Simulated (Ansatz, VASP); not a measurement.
One calculation of AlN, two programs

```
Al N
1.0
     3.11300    0.00000    0.00000
    -1.55650    2.69594    0.00000
     0.00000    0.00000    4.98100
Al N
2 2
Direct
  0.33333 0.66667 0.00000
  0.66667 0.33333 0.50000
  0.33333 0.66667 0.38000
  0.66667 0.33333 0.88000
```

Alike in both runs: task single point; functional r2SCAN; k mesh 6 × 6 × 4; no spin polarisation.

|  | VASP | Ansatz |
| --- | --- | --- |
| version | VASP 6.6.1 | Ansatz 0.2.0 |
| potentials or method | VASP PAW PBE potentials, release 64 (Al, N) | plane waves, PAW |
| plane-wave cutoff (eV) | 660 | 500 |
| occupations | gaussian, width 0.01 eV | fixed |
| valence electrons in the cell | 16 | 16 |

```csv
,VASP,Ansatz,Ansatz less VASP
gap on the k mesh at the Fermi level (eV),4.90,4.86,-0.039
```

VASP's potentials were made for PBE, not for r2SCAN.
